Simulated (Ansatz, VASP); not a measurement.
**CoW3: VASP beside Ansatz**

INCAR

```
PREC = Accurate
ENCUT = 520
EDIFF = 1E-6
ISMEAR = 0
SIGMA = 0.15
LREAL = F
LASPH = T
NELM = 80
ALGO = Fast
ISIF = 2
LWAVE = F
LCHARG = F
GGA = PS
NBANDS = 34
```

The input KPOINTS:

```
Automatic mesh
0
Gamma
  12 12 12
```

File POSCAR:

```
CoW3
1.0
    4.0511572256      0.0000000000      0.0000000000
    0.0000000000      4.0511572256      0.0000000000
    0.0000000000      0.0000000000      3.9547011012
Co W
1 3
Direct
    0.0000000000      0.0000000000      0.0000000000
    0.0000000000      0.5000000000      0.5000000000
    0.5000000000      0.0000000000      0.5000000000
    0.5000000000      0.5000000000      0.0000000000
```

Input for Ansatz:

```yaml
crystal:
  lattice:
    - [4.0511572256, 0.0, 0.0]
    - [0.0, 4.0511572256, 0.0]
    - [0.0, 0.0, 3.9547011012]
  atoms:
    - { symbol: Co, position: [0.0, 0.0, 0.0] }
    - { symbol: W, position: [0.0, 0.5, 0.5] }
    - { symbol: W, position: [0.5, 0.0, 0.5] }
    - { symbol: W, position: [0.5, 0.5, 0.0] }
basis:
  ecutwfc: 420
kpoints:
  mp_grid: { grid: [12, 12, 12] }
hamiltonian:
  xc: pbesol
scf:
  occupations: { method: gaussian, width: 0.15 }
output:
  forces: true
  stress: true
  eigenvalues: true
```

Change from the starting cell: strain +0.050 along x and y, +0.025 along z, atoms carried along.

Alike in both runs: task single point; functional PBEsol; k mesh 12 × 12 × 12; occupations gaussian, width 0.15 eV; no spin polarisation.

|  | VASP | Ansatz |
| --- | --- | --- |
| version | VASP 6.6.1 | Ansatz 0.2.0 |
| potentials or method | VASP PAW PBE potentials, release 64 (Co, W_sv), cutoff 520 eV | scalar-relativistic, plane waves, PAW |
| valence electrons in the cell | 51 | 59 |

VASP gave:

```
gap on the k mesh at the Fermi level (eV)                     : none
pressure (GPa)                                                : -27.9
traceless stress, the component that is largest in VASP (GPa) : 0.21
```

Question: What did Ansatz give for the same quantities?

Answer: gap on the k mesh at the Fermi level (eV): none; pressure (GPa): -28.2; traceless stress, the component that is largest in VASP (GPa): 0.24.

VASP's potentials were made for PBE, not for PBEsol. A gap of «none» marks a metal or a gap that the smearing closes. VASP's potentials hold 51 valence electrons a cell and Ansatz's 59, so a difference there can come from the potentials and not from the codes.

Spin-orbit coupling is off throughout.
